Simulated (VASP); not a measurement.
Here is a VASP 6.6.1 calculation.

The input INCAR:

```
SYSTEM = SiGe3
  PREC = Accurate
  ENCUT = 500
  EDIFF = 1E-6
  ISMEAR = 0
  SIGMA = 0.1
  LREAL = .False.
  LASPH = .True.
  NELM = 120
  ALGO = Normal
  ISIF = 2
  LWAVE = .False.
  LCHARG = .False.
  GGA = PS
  NBANDS = 56
  GGA_COMPAT = .False.
```

KPOINTS

```
regular mesh
0
Gamma
  4 2 2
  0 0 0
```

POSCAR

```
SiGe3
1.0
   -3.9486555254      0.0000000000      0.0000000000
    0.0000000000      0.0006783467     -6.5187990450
    0.0000000000     -6.8350606210      0.0007119018
Ge Si
6 2
Direct
    0.0000000000     -0.0066109836      0.6653676729
    0.5000000000      0.0017155259      0.1679349276
    0.5000000000      0.5022494028      0.8287953106
    0.5000000000      0.6237505972      0.1712046894
    0.5000000000      0.1242844741      0.8320650724
    0.0000000000      0.1326109836      0.3346323271
    0.0000000000      0.5027014761      0.3375618788
    0.0000000000      0.6232985239      0.6624381212
```

Potentials or basis: VASP PAW PBE potentials, release 64 (Ge_d, Si).

The run is started by

```console
$ cat potpaw_PBE.64/Ge_d/POTCAR potpaw_PBE.64/Si/POTCAR > POTCAR
$ mpirun -np 1 vasp_std > vasp.out
```

Predict the band gap on the k mesh.

0.01 eV.

What does it give for the largest force?

0.084 eV/Å.

Forces on the atoms (eV/Å):
```
Ge   0.000  0.035  0.054
Ge   0.000  0.075  0.037
Ge   0.000 -0.024 -0.019
Ge   0.000  0.024  0.019
Ge   0.000 -0.075 -0.037
Ge   0.000 -0.035 -0.054
Si   0.000 -0.043  0.020
Si   0.000  0.043 -0.020
```

Caveat: the k points lie up to 0.48 Å⁻¹ apart; the smearing spreads over this small gap; the PAW data sets were made with another functional, which shifts forces and pressure a little. A k mesh can miss the band edges.
